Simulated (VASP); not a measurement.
Input of a VASP 6.6.1 run:

INCAR

```
SYSTEM = Be3Br
PREC = Accurate ; ENCUT = 600
EDIFF = 1E-6 ; ISMEAR = 0
SIGMA = 0.1 ; LREAL = .FALSE.
LASPH = .TRUE. ; NELM = 60
ALGO = Normal ; ISIF = 3
LWAVE = .FALSE. ; LCHARG = .FALSE.
GGA = PE ; IBRION = 2
NSW = 90 ; EDIFFG = -0.04
```

The input KPOINTS:

```
regular mesh
0
G
  6 6 4
  0 0 0
```

POSCAR

```
Be3Br
1.0
    3.2570062837     -1.8567196420      0.0000000000
    3.2570062837      1.8567196420      0.0000000000
   -2.2071096313      0.0000000000      5.1522187746
Be Br
3 1
Direct
    0.0401649658      0.0401649658      0.9018832989
    0.6844076886      0.6844076886      0.8319716922
    0.3983822419      0.3983822419      0.9775545976
    0.4711897692      0.4711897692      0.4041061253
```

Potentials or basis: VASP PAW PBE potentials, release 64 (Be, Br).

Launch:

```sh
$ cat potpaw_PBE.64/Be/POTCAR potpaw_PBE.64/Br/POTCAR > POTCAR
$ mpirun -np 1 vasp_std > vasp.out
```

Task: What does it give for the space group after relaxing (to 0.1 Å)?

Result: Cm (No. 8).

Task: Estimate the band gap on the k mesh.

Result: Zero (an odd number of electrons rules out a gap without spin polarisation).

Final structure:
```cif
data_structure
_symmetry_space_group_name_H-M 'P 1'
_symmetry_Int_Tables_number 1
_cell_length_a 3.7409
_cell_length_b 3.7409
_cell_length_c 5.5925
_cell_angle_alpha 109.860
_cell_angle_beta 109.860
_cell_angle_gamma 59.757
_cell_volume 62.21
loop_
_atom_site_label
_atom_site_type_symbol
_atom_site_fract_x
_atom_site_fract_y
_atom_site_fract_z
_atom_site_occupancy
Be1 Be 0.04137 0.04137 0.90213 1
Be2 Be 0.68354 0.68354 0.83348 1
Be3 Be 0.39789 0.39789 0.97602 1
Br1 Br 0.47135 0.47135 0.40389 1
```
